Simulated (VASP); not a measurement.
Input of a VASP 6.6.1 run:

INCAR

```
SYSTEM = Pd
PREC = Accurate ; ENCUT = 520
EDIFF = 1E-7 ; ISMEAR = -1
SIGMA = 0.05 ; LREAL = .FALSE.
LASPH = .TRUE. ; NELM = 150
ALGO = Normal ; ISIF = 2
LWAVE = .FALSE. ; LCHARG = .FALSE.
ISPIN = 2 ; MAGMOM = 0.422 0.422
LORBIT = 11 ; LMAXMIX = 4
NBANDS = 21
```

The input KPOINTS:

```
regular mesh
0
G
  11 11 11
  0 0 0
```

Contents of POSCAR:

```
Pd
1.0
    0.0000000000      2.7303914414      2.7303914414
    2.7303914414      0.0000000000      2.7303914414
    2.7303914414      2.7303914414      0.0000000000
Pd
2
Direct
    0.1250000000      0.1250000000      0.1250000000
    0.8750000000      0.8750000000      0.8750000000
```

Potentials or basis: VASP PAW LDA potentials, release 64 (Pd).

The run is started by

```console
$ cat potpaw_LDA.64/Pd/POTCAR > POTCAR
$ mpirun -np 1 vasp_std > vasp.out
```

Predict the net moment.

0.68 μB per cell.

Estimate the pressure.

9.5 GPa.

Predict the site moments.

Pd +0.33 μB.

Caveat: the cell stands under pressure.
